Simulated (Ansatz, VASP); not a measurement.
## One calculation of Sr, two programs

The input POSCAR:

```
Sr
1.0
   -2.3280000000      2.3280000000      2.6190000000
    2.3280000000     -2.3280000000      2.6190000000
    2.3280000000      2.3280000000     -2.6190000000
Sr
1
Direct
    0.0000000000      0.0000000000      0.0000000000
```

The input INCAR.step1:

```
SYSTEM = Sr
PREC     = Accurate       ! precision mode
ENCUT    = 520            ! plane-wave cutoff, eV
ISMEAR   = 0              ! smearing method
SIGMA    = 0.15           ! smearing width, eV
LREAL    = .False.        ! projectors in reciprocal space
LASPH    = .True.         ! aspherical terms in the spheres
NELM     = 100            ! most SCF steps
NBANDS   = 11             ! bands
GGA      = PE             ! functional
ALGO     = Normal         ! electronic algorithm
EDIFF    = 1E-4           ! SCF threshold, eV
LWAVE    = .True.         ! write WAVECAR
LCHARG   = .False.        ! write CHGCAR
```

Contents of INCAR.step2:

```
SYSTEM = Sr
PREC     = Accurate       ! precision mode
ENCUT    = 520            ! plane-wave cutoff, eV
EDIFF    = 1E-6           ! SCF threshold, eV
ISMEAR   = 0              ! smearing method
SIGMA    = 0.15           ! smearing width, eV
LREAL    = .False.        ! projectors in reciprocal space
LASPH    = .True.         ! aspherical terms in the spheres
NELM     = 100            ! most SCF steps
ALGO     = Normal         ! electronic algorithm
ISIF     = 2              ! what is computed and relaxed
LWAVE    = .False.        ! write WAVECAR
LCHARG   = .False.        ! write CHGCAR
METAGGA  = R2SCAN         ! meta-GGA
LMIXTAU  = .True.       
NBANDS   = 11             ! bands
ISTART   = 1
```

Contents of KPOINTS:

```
regular mesh
0
Gamma
  14 14 14
  0 0 0
```

Input for Ansatz:

```yaml
crystal:
  lattice:
    - [-2.328, 2.328, 2.619]
    - [2.328, -2.328, 2.619]
    - [2.328, 2.328, -2.619]
  atoms:
    - { symbol: Sr, position: [0.0, 0.0, 0.0] }
basis:
  ecutwfc: 500
kpoints:
  mp_grid: { grid: [14, 14, 14] }
hamiltonian:
  xc: r2scan
scf:
  occupations: { method: gaussian, width: 0.15 }
output:
  forces: true
  stress: true
  eigenvalues: true
```

Change from the starting cell: strain -0.040 along x and y, +0.080 along z, atoms carried along.

Alike in both runs: task single point; functional r2SCAN; k mesh 14 × 14 × 14; occupations gaussian, width 0.15 eV; no spin polarisation.

```csv
,VASP,Ansatz
version,VASP 6.6.1,Ansatz 0.2.0
potentials or method,"VASP PAW PBE potentials, release 64 (Sr_sv), cutoff 520 eV","scalar-relativistic, plane waves, PAW"
valence electrons in the cell,10,10
```

|  | VASP | Ansatz | Ansatz less VASP |
| --- | --- | --- | --- |
| gap on the k mesh at the Fermi level (eV) | none | none | - |
| pressure (GPa) | -0.1 | -0.1 | -0.01 |
| traceless stress, the component that is largest in VASP (GPa) | 0.08 | 0.09 | +0.004 |

VASP's potentials were made for PBE, not for r2SCAN. A gap of «none» marks a metal or a gap that the smearing closes.
